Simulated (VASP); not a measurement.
A run of VASP 6.6.1:

Contents of INCAR:

```
SYSTEM = Tl
ALGO     = Normal         ! electronic algorithm
EDIFF    = 1E-6           ! SCF threshold, eV
ENCUT    = 520            ! plane-wave cutoff, eV
ISIF     = 2              ! what is computed and relaxed
ISMEAR   = -1             ! smearing method
LASPH    = .TRUE.         ! aspherical terms in the spheres
LCHARG   = .FALSE.        ! write CHGCAR
LREAL    = .FALSE.        ! projectors in reciprocal space
LWAVE    = .FALSE.        ! write WAVECAR
NBANDS   = 20             ! bands
NELM     = 60             ! most SCF steps
PREC     = Accurate       ! precision mode
SIGMA    = 0.01           ! smearing width, eV
```

The input KPOINTS:

```
k-points
0
G
  11 11 6
  0 0 0
```

File POSCAR:

```
Tl
1.0
    3.4014029632      0.0000000000      0.0000000000
   -1.7007014816      2.9457013746      0.0000000000
    0.0000000000      0.0000000000      5.4430041633
Tl
2
Direct
    0.3333333333      0.6666666667      0.2500000000
    0.6666666667      0.3333333333      0.7500000000
```

Potentials or basis: VASP PAW LDA potentials, release 64 (Tl_d).

Command:

```console
$ cat potpaw_LDA.64/Tl_d/POTCAR > POTCAR
$ mpirun -np 1 vasp_std > vasp.out
```

Hardware: 1 thread of Intel(R) Xeon(R) Platinum 8259CL CPU @ 2.50GHz (Skylake/Cascade Lake), on a shared host.

How long does it take, and how much memory?

Run time: 43 s on 1 thread of Intel(R) Xeon(R) Platinum 8259CL CPU @ 2.50GHz (Skylake/Cascade Lake), on a shared host, peak memory 0.19 GiB. Counts: scf iterations 10, k points 64.
